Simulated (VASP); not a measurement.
# Ge2Sb2Te5 (P-3m1) in VASP: further runs

The runs below take Ge2Sb2Te5 through single point, with PBE.

Program: VASP 6.6.1. These are calculated values, not measurements. Logs are shortened: lines on timing, memory, paths and dates and some standing lists are left out, and cuts for length are marked.

### Step 1. The cell of the first run

Symmetry: P-3m1, No. 164, trigonal system. Conventional cell: a = 4.321 Å, b = 4.321 Å, c = 19.492 Å, α = 90.00°, β = 90.00°, γ = 120.00°. Within 3.9 Å of Ge (site symmetry 3m) lie 6 Te at 2.92 to 3.46 Å. Within 4.1 Å of Sb (site symmetry 3m) lie 6 Te at 3.12 to 3.32 Å. Te (site symmetry -3m) has 6 Sb at 3.32 Å and 6 Te at 4.32 Å within 4.4 Å. Te (site symmetry 3m) has 3 Sb at 3.12 Å and 3 Ge at 3.46 Å within 4.1 Å. Te (site symmetry 3m) has 3 Ge at 2.92 Å within 3.9 Å.

### Step 2. Single point, PBE (35.02 Å³/atom)

INCAR reads:

```
PREC = Accurate ; ENCUT = 520
EDIFF = 1E-6 ; ISMEAR = 0
SIGMA = 0.03 ; LREAL = False
LASPH = True ; NELM = 100
ALGO = Fast ; ISIF = 2
LWAVE = False ; LCHARG = True
GGA = PE ; LELF = True
LVHAR = True ; NBANDS = 44
```

KPOINTS reads:

```
regular mesh
0
Gamma
  12 12 2
```

POSCAR reads:

```
Ge2Sb2Te5
1.0
    4.3211540562      0.0000000000      0.0000000000
   -2.1605770281      3.7422291863      0.0000000000
    0.0000000000      0.0000000000     19.4918617166
Ge Sb Te
2 2 5
Direct
    0.0000000000      0.0000000000      0.3313200918
    0.0000000000      0.0000000000      0.6686799082
    0.3333333333      0.6666666667      0.1120971408
    0.6666666667      0.3333333333      0.8879028592
    0.0000000000      0.0000000000      0.0000000000
    0.3333333333      0.6666666667      0.7914345914
    0.6666666667      0.3333333333      0.2085654086
    0.3333333333      0.6666666667      0.4096023866
    0.6666666667      0.3333333333      0.5903976134
```

Potentials or basis: VASP PAW PBE potentials, release 64 (Ge_d, Sb, Te).

Run with:

```bash
$ cat potpaw_PBE.64/Ge_d/POTCAR potpaw_PBE.64/Sb/POTCAR potpaw_PBE.64/Te/POTCAR > POTCAR
$ mpirun -np 1 vasp_std > vasp.out
```

OUTCAR:

```text
PREC = Accurate
   ENCUT = 520
   EDIFF = 1E-6
   ISMEAR = 0
   LREAL = False
   LASPH = True
   NELM = 100
   ISIF = 2
   GGA = PE

 ion  position               nearest neighbor table
   1  0.000  0.000  0.331-   8 2.92   8 2.92   8 2.92
   2  0.000  0.000  0.669-   9 2.92   9 2.92   9 2.92
   3  0.333  0.667  0.112-   7 3.12   7 3.12   7 3.12   5 3.32   5 3.32   5 3.32
   4  0.667  0.333  0.888-   6 3.12   6 3.12   6 3.12   5 3.32   5 3.32   5 3.32
   5  0.000  0.000  0.000-   3 3.32   4 3.32   3 3.32   4 3.32   4 3.32   3 3.32
   6  0.333  0.667  0.791-   4 3.12   4 3.12   4 3.12
   7  0.667  0.333  0.209-   3 3.12   3 3.12   3 3.12
   8  0.333  0.667  0.410-   1 2.92   1 2.92   1 2.92
   9  0.667  0.333  0.590-   2 2.92   2 2.92   2 2.92

  LATTYP: Found a hexagonal cell.
 ALAT       =     4.3211540562
 C/A-ratio  =     4.5108000000

  Lattice vectors:

 A1 = (   4.3211540562,   0.0000000000,   0.0000000000)
 A2 = (  -2.1605770281,   3.7422291863,   0.0000000000)
 A3 = (   0.0000000000,   0.0000000000,  19.4918617166)

Analysis of symmetry for initial positions (statically):
=====================================================================
 Subroutine PRICEL returns:
 Original cell was already a primitive cell.

 Routine SETGRP: Setting up the symmetry group for a
 hexagonal supercell.

 Subroutine GETGRP returns: Found 12 space group operations
 (whereof 12 operations were pure point group operations)
 out of a pool of 24 trial point group operations.

The static configuration has the point symmetry D_3d.

Analysis of symmetry for dynamics (positions and initial velocities):
=====================================================================
 Subroutine PRICEL returns:
 Original cell was already a primitive cell.

 Routine SETGRP: Setting up the symmetry group for a
 hexagonal supercell.

 Subroutine GETGRP returns: Found 12 space group operations
 (whereof 12 operations were pure point group operations)
 out of a pool of 24 trial point group operations.

The dynamic configuration has the point symmetry D_3d.

 Subroutine INISYM returns: Found 12 space group operations
 (whereof 12 operations are pure point group operations),
 and found     1 'primitive' translations

----------------------------------------------------------------------------------------

                                     Primitive cell

  volume of cell :     315.1980

  direct lattice vectors                    reciprocal lattice vectors
     4.321154056  0.000000000  0.000000000     0.231419659  0.133610203  0.000000000
    -2.160577028  3.742229186  0.000000000     0.000000000  0.267220405  0.000000000
     0.000000000  0.000000000 19.491861717     0.000000000  0.000000000  0.051303463

  length of vectors
     4.321154056  4.321154056 19.491861717     0.267220405  0.267220405  0.051303463

  position of ions in fractional coordinates (direct lattice)
     0.000000000  0.000000000  0.331320092
     0.000000000  0.000000000  0.668679908
     0.333333333  0.666666667  0.112097141
     0.666666667  0.333333333  0.887902859
     0.000000000  0.000000000  0.000000000
     0.333333333  0.666666667  0.791434591
     0.666666667  0.333333333  0.208565409
     0.333333333  0.666666667  0.409602387
     0.666666667  0.333333333  0.590397613

  ion indices of the primitive-cell ions
   primitive index   ion index
                 1           1
                 2           2
                 3           3
                 4           4
                 5           5
                 6           6
                 7           7
                 8           8
                 9           9

----------------------------------------------------------------------------------------

 KPOINTS: regular mesh

Automatic generation of k-mesh.
 Grid dimensions read from file:
 generate k-points for:   12   12    2

 Generating k-lattice:

  Cartesian coordinates                     Fractional coordinates (reciprocal lattice)
     0.019284972  0.011134184  0.000000000     0.083333333 -0.000000000  0.000000000
     0.000000000  0.022268367  0.000000000     0.000000000  0.083333333  0.000000000
     0.000000000  0.000000000  0.025651731     0.000000000  0.000000000  0.500000000

  Length of vectors
     0.022268367  0.022268367  0.025651731

  Shift w.r.t. Gamma in fractional coordinates (k-lattice)
     0.000000000  0.000000000  0.000000000

 Subroutine IBZKPT returns following result:
 ===========================================

 Found     38 irreducible k-points:

 Following reciprocal coordinates:
            Coordinates               Weight
  0.000000  0.000000  0.000000      1.000000
  0.083333  0.000000  0.000000      6.000000
  0.166667  0.000000  0.000000      6.000000
  0.250000  0.000000  0.000000      6.000000
  0.333333  0.000000  0.000000      6.000000
  0.416667  0.000000  0.000000      6.000000
[... 16 lines left out ...]
  0.250000  0.000000  0.500000      6.000000
[... 33 lines left out ...]
   EMIN   =  10.00;   EMAX   =-10.00  energy-range for DOS
   EFERMI =   0.00;   METHOD = LEGACY
   ISMEAR =     0;   SIGMA  =   0.03  broadening in eV -4-tet -1-fermi 0-gaus
   EFERMI_NEDOS =   21; number of points for ismear=-14 and -15
   IALGO  =     68    algorithm
   IMIX   =      4    mixing-type and parameters
     AMIX     =   0.40;   BMIX     =  1.00
     AMIX_MAG =   1.60;   BMIX_MAG =  1.00
  volume/ion in A,a.u.               =      35.02       236.34
  Fermi-wavevector in a.u.,A,eV,Ry     =   0.981861  1.855448 13.116709  0.964051
  Thomas-Fermi vector in A             =   2.112900
   LORBIT       =      0    0 simple, 1 ext, 2 COOP (PROOUT), +10 PAW based schemes
   GGA     = PE    functional components
   LHFCALC =     F    Hartree Fock is set to
   AEXX    =    0.0000 exact exchange contribution
   IVDW    =     0    specifies the selected vdW correction
   LEPSILON=     F    determine dielectric tensor
   LRPA    =     F    only Hartree local field effects (RPA)
 non-spin polarized calculation
 RMM-DIIS sequential band-by-band and
 Gauss-broadening in eV      SIGMA  =   0.03
  energy-cutoff  :      520.00
  volume of cell :      315.20
 maximum number of plane-waves:      8538
   NGX = 17   NGY = 17   NGZ = 73

 number of electron      67.9999987 magnetization

 Free energy of the ion-electron system (eV)
  ---------------------------------------------------
  ext. energy  EPLUGINS =         0.00000000
  ---------------------------------------------------
  free energy    TOTEN  =       -33.40599090 eV

  energy without entropy =      -33.40509504  energy(sigma->0) =      -33.40554297

 E-fermi :   4.8129     XC(G=0):  -8.7561

 val. band max:        4.8030860623   @ k =   0.0833   0.0000   0.5000
 cond. band min:       4.8275024947   @ k =   0.3333   0.0000   0.5000
 fundamental gap:      0.0244164325
 Fermi energy:         4.8129397534

 k-point     1 :       0.0000    0.0000    0.0000
  band No.  band energies     occupation
      1     -20.0384      2.00000
      2     -20.0384      2.00000
      3     -20.0384      2.00000
      4     -20.0384      2.00000
      5     -20.0288      2.00000
      6     -20.0288      2.00000
[... 36 lines left out ...]
     43       6.8123      0.00000
     44       6.9833      0.00000

 k-point     2 :       0.0833    0.0000    0.0000
  band No.  band energies     occupation
      1     -20.0384      2.00000
      2     -20.0384      2.00000
      3     -20.0382      2.00000
      4     -20.0382      2.00000
      5     -20.0289      2.00000
      6     -20.0289      2.00000
[... 36 lines left out ...]
     43       7.0309      0.00000
     44       7.0590      0.00000

 k-point     3 :       0.1667    0.0000    0.0000
  band No.  band energies     occupation
      1     -20.0386      2.00000
      2     -20.0386      2.00000
      3     -20.0379      2.00000
      4     -20.0379      2.00000
      5     -20.0291      2.00000
      6     -20.0291      2.00000
[... 976 lines left out ...]
     43       7.5067      0.00000
     44       7.6201      0.00000

 k-point    24 :       0.3333    0.0000    0.5000
  band No.  band energies     occupation
      1     -20.0391      2.00000
      2     -20.0391      2.00000
      3     -20.0369      2.00000
      4     -20.0369      2.00000
      5     -20.0297      2.00000
      6     -20.0296      2.00000
[... 36 lines left out ...]
     43       7.6237      0.00000
     44       7.8102      0.00000

 [... further k-points ...]

------------------------ aborting loop because EDIFF is reached ----------------------------------------

  FORCE on cell =-STRESS in cart. coord.  units (eV):
  Direction    XX          YY          ZZ          XY          YZ          ZX
  --------------------------------------------------------------------------------------
  -------------------------------------------------------------------------------------
  Total       -6.0767839     -6.0767839     -9.4444985      0.0000000      0.0000000      0.0000000
  in kB      -30.8887916    -30.8887916    -48.0071619      0.0000000      0.0000000      0.0000000
  external PRESSURE =     -36.5949150 kB  Pullay stress =       0.0000000 kB

 VOLUME and BASIS-vectors are now :
 -----------------------------------------------------------------------------
  energy-cutoff  :      520.00
  volume of cell :      315.20
      direct lattice vectors                 reciprocal lattice vectors
     4.321154056  0.000000000  0.000000000     0.231419659  0.133610203  0.000000000
    -2.160577028  3.742229186  0.000000000     0.000000000  0.267220405  0.000000000
     0.000000000  0.000000000 19.491861717     0.000000000  0.000000000  0.051303463

 POSITION                                       TOTAL-FORCE (eV/Angst)
 -----------------------------------------------------------------------------------
      0.00000      0.00000      6.45805         0.000000     -0.000000      0.520447
      0.00000      0.00000     13.03382        -0.000000      0.000000     -0.520447
     -0.00000      2.49482      2.18498         0.000000      0.000000      0.249683
      2.16058      1.24741     17.30688        -0.000000     -0.000000     -0.249683
      0.00000      0.00000      0.00000        -0.000000      0.000000      0.000000
     -0.00000      2.49482     15.42653        -0.000000      0.000000      0.714208
      2.16058      1.24741      4.06533        -0.000000     -0.000000     -0.714208
     -0.00000      2.49482      7.98391         0.000000     -0.000000     -0.684602
      2.16058      1.24741     11.50795        -0.000000      0.000000      0.684602
 -----------------------------------------------------------------------------------
    total drift:                               -0.000000     -0.000000     -0.000000

  FREE ENERGIE OF THE ION-ELECTRON SYSTEM (eV)
  ---------------------------------------------------
  free  energy   TOTEN  =       -33.4059909015 eV

  energy  without entropy=      -33.4050950433  energy(sigma->0) =      -33.40554297
```

Run time: 12 min. Hardware: 1 thread of Oxide Virtual Turin-like, shared host; peak memory 0.64 GiB.

What came out:

| Item | Value |
| --- | --- |
| Free energy | -33.4060 eV |
| Pressure | -3.7 GPa |
| Largest force | 0.714 eV/Å |
| Band gap on the k mesh | zero (filled and empty bands overlap) |

Forces in eV/Å, atoms in the order of the input:
```
Ge   0.000  0.000  0.520
Ge   0.000  0.000 -0.520
Sb   0.000  0.000  0.250
Sb   0.000  0.000 -0.250
Te   0.000  0.000  0.000
Te   0.000  0.000  0.714
Te   0.000  0.000 -0.714
Te   0.000  0.000 -0.685
Te   0.000  0.000  0.685
```

Stress tensor (GPa, compression positive):
```
-3.09  0.00  0.00
 0.00 -3.09  0.00
 0.00  0.00 -4.80
```

Levels at points of the mesh, in eV from the Fermi level:
```csv
k point,band 32,band 33,band 34,band 35,band 36,band 37
"(0.00, 0.00, 0.00)",-1.08,-1.08,0.02,0.07,0.31,0.31
"(0.50, 0.00, 0.00)",-1.51,-1.32,-1.31,0.15,0.32,0.59
"(0.00, 0.00, 0.50)",-1.12,-0.92,-0.11,0.17,0.31,0.31
"(0.50, 0.00, 0.50)",-1.92,-1.48,-0.85,0.05,0.41,0.55
```

Caveat: the cell stands under tension; spin-orbit coupling is left out, which moves the levels of the heavy elements; this functional lacks dispersion, which binds layers or chains, so the pressure and a relaxed spacing across them are unreliable.

### Step 3. Single point, PBE (35.02 Å³/atom)

INCAR reads:

```
SYSTEM = Ge2Sb2Te5
  PREC = Accurate
  ENCUT = 520
  EDIFF = 1E-6
  ISMEAR = 0
  SIGMA = 0.03
  LREAL = .FALSE.
  LASPH = .TRUE.
  NELM = 60
  ALGO = Fast
  ISIF = 2
  LWAVE = .FALSE.
  LCHARG = .FALSE.
  GGA = PE
  NBANDS = 44
```

KPOINTS reads:

```
regular mesh
0
G
  12 12 2
  0 0 0
```

Changes to POSCAR since step 2:

```diff
@@ -2,5 +2,5 @@
 1.0
-    4.3211540562      0.0000000000      0.0000000000
-   -2.1605770281      3.7422291863      0.0000000000
-    0.0000000000      0.0000000000     19.4918617166
+    4.1498739865      0.0000000000      0.0000000000
+   -2.0749369932      3.5938962948      0.0000000000
+    0.0000000000      0.0000000000     21.1340632509
 Ge Sb Te
```

Potentials or basis: VASP PAW PBE potentials, release 64 (Ge_d, Sb, Te).

Run with:

```bash
$ cat potpaw_PBE.64/Ge_d/POTCAR potpaw_PBE.64/Sb/POTCAR potpaw_PBE.64/Te/POTCAR > POTCAR
$ mpirun -np 1 vasp_std > vasp.out
```

It took 8.4 min on 1 thread of Oxide Virtual Turin-like, shared host; peak memory 0.68 GiB.

Results (log left out):

```
Free energy            : -32.8038 eV
Pressure               : -3.7 GPa
Largest force          : 1.130 eV/Å
Band gap on the k mesh : zero (bands 34 and 35 overlap by 0.44 eV)
```

Forces on the atoms (eV/Å):
```
Ge   0.000  0.000  0.924
Ge   0.000  0.000 -0.924
Sb   0.000  0.000  0.382
Sb   0.000  0.000 -0.382
Te   0.000  0.000  0.000
Te   0.000  0.000  1.130
Te   0.000  0.000 -1.130
Te   0.000  0.000 -1.098
Te   0.000  0.000  1.098
```

Stress tensor (GPa, compression positive):
```
-1.71  0.00  0.00
 0.00 -1.71  0.00
 0.00  0.00 -7.57
```

Levels at points of the mesh, in eV from the Fermi level:
| k point | band 31 | band 32 | band 33 | band 34 | band 35 | band 36 | band 37 | band 38 |
| --- | --- | --- | --- | --- | --- | --- | --- | --- |
| (0.00, 0.00, 0.00) | -0.51 | -0.20 | -0.20 | 0.40 | 0.87 | 1.08 | 1.08 | 1.64 |
| (0.50, 0.00, 0.00) | -1.61 | -1.33 | -1.07 | -0.88 | -0.04 | 0.64 | 0.99 | 1.47 |
| (0.00, 0.00, 0.50) | -0.22 | -0.21 | -0.21 | 0.07 | 0.99 | 1.08 | 1.08 | 1.63 |
| (0.50, 0.00, 0.50) | -1.70 | -1.70 | -0.87 | -0.77 | 0.04 | 0.51 | 0.97 | 1.32 |

Caveat: the stress differs along the axes, from -8 to -2 GPa; spin-orbit coupling is left out, which moves the levels of the heavy elements; this functional lacks dispersion, which binds layers or chains, so the pressure and a relaxed spacing across them are unreliable; forces of over 1 eV/Å act on the atoms, so gaps and moduli don't describe the material at rest.

### Step 4. Single point, PBE (36.71 Å³/atom)

This run uses another cell than the first one, of 36.71 Å³/atom.

INCAR reads:

```
PREC = Accurate ; ENCUT = 520
EDIFF = 1E-7 ; ISMEAR = 0
SIGMA = 0.03 ; LREAL = False
LASPH = True ; NELM = 100
ALGO = Fast ; ISIF = 2
LWAVE = False ; LCHARG = False
GGA = PE ; NBANDS = 44
```

KPOINTS reads:

```
regular mesh
0
Gamma
  12 12 2
```

Changes to POSCAR since step 3:

```diff
@@ -2,5 +2,5 @@
 1.0
-    4.1498739865      0.0000000000      0.0000000000
-   -2.0749369932      3.5938962948      0.0000000000
-    0.0000000000      0.0000000000     21.1340632509
+    4.6639933499      0.0000000000      0.0000000000
+   -2.3319966749      4.0391367241      0.0000000000
+    0.0000000000      0.0000000000     17.5380141935
 Ge Sb Te
```

Run with:

```bash
$ cat potpaw_PBE.64/Ge_d/POTCAR potpaw_PBE.64/Sb/POTCAR potpaw_PBE.64/Te/POTCAR > POTCAR
$ mpirun -np 1 vasp_std > vasp.out
```

Wall time 22 min (1 thread of Oxide Virtual Turin-like, shared host); peak memory 0.71 GiB.

The run converged. Its results:

* Free energy: -32.7344 eV
* Pressure: -5.0 GPa
* Largest force: 0.463 eV/Å
* Band gap on the k mesh: zero (bands 34 and 35 overlap by 0.02 eV)

Forces in eV/Å, atoms in the order of the input:
```
Ge   0.000  0.000  0.367
Ge   0.000  0.000 -0.367
Sb   0.000  0.000  0.182
Sb   0.000  0.000 -0.182
Te   0.000  0.000  0.000
Te   0.000  0.000  0.463
Te   0.000  0.000 -0.463
Te   0.000  0.000 -0.359
Te   0.000  0.000  0.359
```

Stress tensor (GPa, compression positive):
```
-6.17  0.00  0.00
 0.00 -6.17  0.00
 0.00  0.00 -2.79
```

Levels at points of the mesh, in eV from the Fermi level:
| k point | band 31 | band 32 | band 33 | band 34 | band 35 | band 36 | band 37 | band 38 |
| --- | --- | --- | --- | --- | --- | --- | --- | --- |
| (0.00, 0.00, 0.00) | -1.25 | -1.14 | -1.14 | -0.46 | 0.10 | 0.10 | 0.33 | 0.65 |
| (0.50, 0.00, 0.00) | -1.33 | -1.24 | -0.77 | -0.68 | 0.51 | 0.88 | 1.20 | 1.43 |
| (0.00, 0.00, 0.50) | -1.19 | -1.16 | -1.16 | -0.48 | 0.12 | 0.12 | 0.33 | 0.66 |
| (0.50, 0.00, 0.50) | -1.52 | -1.22 | -1.10 | -0.37 | 0.19 | 0.80 | 1.53 | 1.63 |

Caveat: the cell stands under tension; spin-orbit coupling is left out, which moves the levels of the heavy elements; this functional lacks dispersion, which binds layers or chains, so the pressure and a relaxed spacing across them are unreliable.

### Step 5. Summary

| cell | further INCAR settings | gap on the mesh (eV) | pressure (GPa) | largest force (eV/Å) |
| --- | --- | --- | --- | --- |
| a = 4.321, b = 4.321, c = 19.492 Å, angles 90.0, 90.0, 120.0°, 9 atoms | ALGO = Fast; EDIFF = 1e-06; NBANDS = 44 | none | -3.7 | 0.71 |
| a = 4.150, b = 4.150, c = 21.134 Å, angles 90.0, 90.0, 120.0°, 9 atoms | ALGO = Fast; EDIFF = 1e-06; NBANDS = 44 | none | -3.7 | 1.13 |
| a = 4.664, b = 4.664, c = 17.538 Å, angles 90.0, 90.0, 120.0°, 9 atoms | ALGO = Fast; EDIFF = 1e-07; NBANDS = 44 | none | -5.0 | 0.46 |

Alike in all rows: task single point; level PBE; potentials or basis VASP PAW PBE potentials, release 64 (Ge_d, Sb, Te); no spin polarisation; k mesh 12 × 12 × 2; cutoff (eV) 520; smearing gaussian 0.03 eV.

Caveats: spin-orbit coupling is left out, which moves the levels of the heavy elements; this functional lacks dispersion, which binds layers or chains, so the pressure and a relaxed spacing across them are unreliable; the cell stands under tension (at least some runs); the stress differs along the axes, from -8 to -2 GPa (at least some runs); forces of over 1 eV/Å act on the atoms, so gaps and moduli don't describe the material at rest (at least some runs).

Total energies depend on the potentials used, so only differences within one code and one set of settings carry meaning.

The gap in the log of VASP goes by the Fermi energy; the results here count the filled bands.